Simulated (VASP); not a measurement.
Write the native input for VASP 6.6.1 that does the following.

```
Task                   : single point
Functional             : PBEsol
Potentials or basis    : VASP PAW PBE potentials, release 64 (Cu)
Cutoff                 : 520 eV
k mesh                 : 20 × 20 × 20
Occupations            : gaussian, width 0.15 eV
Spin                   : no spin polarisation
Dipole correction      : no
Further INCAR settings : ALGO = Fast; EDIFF = 1e-06; NBANDS = 18
```

The structure of Cu lies in POSCAR:

```
Cu
1.0
    1.2672022376     -4.1354331308      0.0000000000
    1.2672022376      4.1354331308      0.0000000000
    0.0000000000      0.0000000000      2.5745153444
Cu
2
Direct
    0.1338666500      0.8661333500      0.2500000000
    0.8661333500      0.1338666500      0.7500000000
```

This cell differs from its parent crystal: strain +0.040 along x and y, +0.040 along z.

One way to write it, as run:

INCAR

```
SYSTEM = Cu
  PREC = Accurate
  ENCUT = 520
  EDIFF = 1E-6
  ISMEAR = 0
  SIGMA = 0.15
  LREAL = .FALSE.
  LASPH = .TRUE.
  NELM = 60
  ALGO = Fast
  ISIF = 2
  LWAVE = .FALSE.
  LCHARG = .FALSE.
  GGA = PS
  NBANDS = 18
```

KPOINTS

```
regular mesh
0
G
  20 20 20
  0 0 0
```

Potentials or basis: VASP PAW PBE potentials, release 64 (Cu).

Launch:

```console
$ cat potpaw_PBE.64/Cu/POTCAR > POTCAR
$ mpirun -np 1 vasp_std > vasp.out
```

It gave:

```yaml
Pressure: -13.6 GPa
Largest_force: 0.125 eV/Å
Band_gap_on_the_k_mesh: zero (bands 11 and 12 overlap by 5.32 eV)
```

Caveat: the cell differs from its parent crystal (strain +0.040 along x and y, +0.040 along z); the cell stands under tension; the PAW data sets were made with another functional, which shifts forces and pressure a little.

Run time: 5.5 min on 1 thread of Intel(R) Xeon(R) Platinum 8559C (Emerald Rapids), on a shared host, peak memory 0.56 GiB.
